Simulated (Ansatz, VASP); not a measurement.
# ZnO in VASP and in Ansatz

```
Zn O
1.0
     3.22759    0.00000    0.00000
    -1.61380    2.79517    0.00000
     0.00000    0.00000    5.16887
Zn O
2 2
Direct
  0.33333 0.66667 0.00000
  0.66667 0.33333 0.50000
  0.33333 0.66667 0.38210
  0.66667 0.33333 0.88210
```

Change from the starting cell: volume scaled by 0.98.

Alike in both runs: task single point; functional LDA; k mesh 8 × 8 × 5; occupations fermi-dirac, width 0.01 eV; no spin polarisation.

|  | VASP | Ansatz |
| --- | --- | --- |
| version | VASP 6.6.1 | Ansatz 0.2.0 |
| potentials or method | VASP PAW LDA potentials, release 64 (Zn, O), cutoff 520 eV | all-electron LAPW, scalar-relativistic |

|  | VASP | Ansatz | Ansatz less VASP |
| --- | --- | --- | --- |
| gap on the k mesh at the Fermi level (eV) | 0.78 | 0.78 | +0.004 |
| pressure (GPa) | -3.2 | -4.3 | -1.09 |
| traceless stress, the component that is largest in VASP (GPa) | 0.34 | 0.37 | +0.023 |
| rms of the force components (eV/Å) | 0.024 | 0.024 | -0.0003 |

LDA's correlation is that of Perdew and Zunger in VASP and of Perdew and Wang (1992) in Ansatz. Atom by atom the forces differ by 0.000 eV/Å (rms over components). Ansatz ran all-electron here, and VASP with PAW potentials.
